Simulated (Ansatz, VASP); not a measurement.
**Two plane-wave programs on Yb**

INCAR

```
SYSTEM = Yb
ALGO = Normal ; EDIFF = 1E-7
ENCUT = 520 ; GGA = PS
ISIF = 2 ; ISMEAR = -1
ISPIN = 2 ; LASPH = .True.
LCHARG = .False. ; LMAXMIX = 6
LORBIT = 11 ; LREAL = .False.
LWAVE = .False. ; MAGMOM = 1.25 1.25
NBANDS = 35 ; NELM = 150
NUPDOWN = 2.5 ; PREC = Accurate
SIGMA = 0.05
```

File KPOINTS:

```
k-points
0
Gamma
  7 7 4
  0 0 0
```

POSCAR

```
Yb
1.0
    3.8799000000      0.0000000000      0.0000000000
   -1.9399500000      3.3600919641      0.0000000000
    0.0000000000      0.0000000000      6.3859000000
Yb
2
Direct
    0.6666666667      0.3333333333      0.7500000000
    0.3333333333      0.6666666667      0.2500000000
```

File input.yaml:

```yaml
crystal:
  lattice:
    - [3.8799, 0.0, 0.0]
    - [-1.93995, 3.3600919641, 0.0]
    - [0.0, 0.0, 6.3859]
  atoms:
    - { symbol: Yb, position: [0.6666666667, 0.3333333333, 0.75], spin: 1.25 }
    - { symbol: Yb, position: [0.3333333333, 0.6666666667, 0.25], spin: 1.25 }
hamiltonian:
  xc: pbesol
  pseudopotentials: { kind: paw }
magnetization:
  spin_polarized: true
  initial_magnetization: 2.5
  spin_locking: { lock_magnetization: hard }
kpoints:
  mp_grid: { grid: [7, 7, 4] }
scf:
  occupations: { method: fermi_dirac, width: 0.05 }
  lower_state_search: "off"
output:
  forces: true
  stress: true
  eigenvalues: true
  write_density: true
  write_potential: true
  elf: true
  volumetric_format: npy
```

Alike in both runs: task single point; functional PBEsol; k mesh 7 × 7 × 4; occupations fermi-dirac, width 0.05 eV; collinear spin; fixed moment 2.5 μB.

|  | VASP | Ansatz |
| --- | --- | --- |
| version | VASP 6.6.1 | Ansatz 0.2.0 |
| potentials or method | VASP PAW PBE potentials, release 64 (Yb) | Ansatz PAW |
| plane-wave cutoff (eV) | 520 | 420 |
| valence electrons in the cell | 48 | 48 |

Ansatz gave:

```
pressure (GPa)                                                : -3.5
traceless stress, the component that is largest in VASP (GPa) : -0.57
net moment per atom (μB)                                      : 1.25
size of the moment on the site where the two differ most (μB) : 0.79
```

Problem. Estimate VASP's values.

Solution. Pressure (GPa): -3.8; traceless stress, the component that is largest in VASP (GPa): -0.59; net moment per atom (μB): 1.25; size of the moment on the site where the two differ most (μB): 0.56.

VASP's potentials were made for PBE, not for PBEsol. Site moments also hang on the region over which each program counts them.

Neither program's run includes spin-orbit coupling.
